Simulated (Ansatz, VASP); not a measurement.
One calculation of GaN, two programs

```
CELL_PARAMETERS angstrom
3.27540 0.00000 0.00000
-1.63770 2.83658 0.00000
0.00000 0.00000 5.32098
ATOMIC_POSITIONS crystal
Ga 0.33333 0.66667 0.00000
Ga 0.66667 0.33333 0.50000
N 0.33333 0.66667 0.37500
N 0.66667 0.33333 0.87500
```

Change from the starting cell: strain +0.030 along x and y, +0.030 along z, atoms carried along.

Alike in both runs: task single point; functional r2SCAN; k mesh 12 × 12 × 6; occupations gaussian, width 0.05 eV; no spin polarisation.

|  | VASP | Ansatz |
| --- | --- | --- |
| version | VASP 6.6.1 | Ansatz 0.2.0 |
| potentials or method | VASP PAW PBE potentials, release 64 (Ga_d, N), cutoff 520 eV | scalar-relativistic, plane waves, PAW |
| valence electrons in the cell | 36 | 36 |

```tsv
	VASP	Ansatz	Ansatz less VASP
gap on the k mesh at the Fermi level (eV)	1.76	1.76	+0.003
least direct gap on the mesh (eV)	1.76	1.76	+0.003
pressure (GPa)	-12.9	-13.7	-0.79
traceless stress, the component that is largest in VASP (GPa)	1.01	0.91	-0.099
rms of the force components (eV/Å)	0.068	0.067	-0.0003
```

VASP's potentials were made for PBE, not for r2SCAN. Atom by atom the forces differ by 0.000 eV/Å (rms over components).
